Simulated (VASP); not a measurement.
Here is a VASP 6.6.1 calculation.

INCAR

```
SYSTEM = CdS
PREC     = Accurate       ! precision mode
ENCUT    = 520            ! plane-wave cutoff, eV
EDIFF    = 1E-7           ! SCF threshold, eV
ISMEAR   = -1             ! smearing method
SIGMA    = 0.02           ! smearing width, eV
LREAL    = .FALSE.        ! projectors in reciprocal space
LASPH    = .TRUE.         ! aspherical terms in the spheres
NELM     = 100            ! most SCF steps
ALGO     = Normal         ! electronic algorithm
ISIF     = 2              ! what is computed and relaxed
LWAVE    = .FALSE.        ! write WAVECAR
LCHARG   = .TRUE.         ! write CHGCAR
GGA      = PE             ! functional
LELF     = .TRUE.         ! ELF
LVHAR    = .TRUE.       
NBANDS   = 16             ! bands
```

File KPOINTS:

```
regular mesh
0
G
  3 3 3
  0 0 0
```

Contents of POSCAR:

```
CdS
1.0
    0.0000000000      2.7532440000      2.7532440000
    2.7532440000      0.0000000000      2.7532440000
    2.7532440000      2.7532440000      0.0000000000
Cd S
1 1
Direct
    0.0000000000      0.0000000000      0.0000000000
    0.5000000000      0.5000000000      0.5000000000
```

Potentials or basis: VASP PAW PBE potentials, release 64 (Cd, S).

Run with:

```console
$ cat potpaw_PBE.64/Cd/POTCAR potpaw_PBE.64/S/POTCAR > POTCAR
$ mpirun -np 1 vasp_std > vasp.out
```

**Question.** What does it give for the band gap on the k mesh?

**Answer.** 0.96 eV, indirect (least direct gap 1.45 eV).

**Question.** Estimate the pressure.

**Answer.** 1.2 GPa.

Caveat: the k points lie up to 0.66 Å⁻¹ apart. A k mesh can miss the band edges.
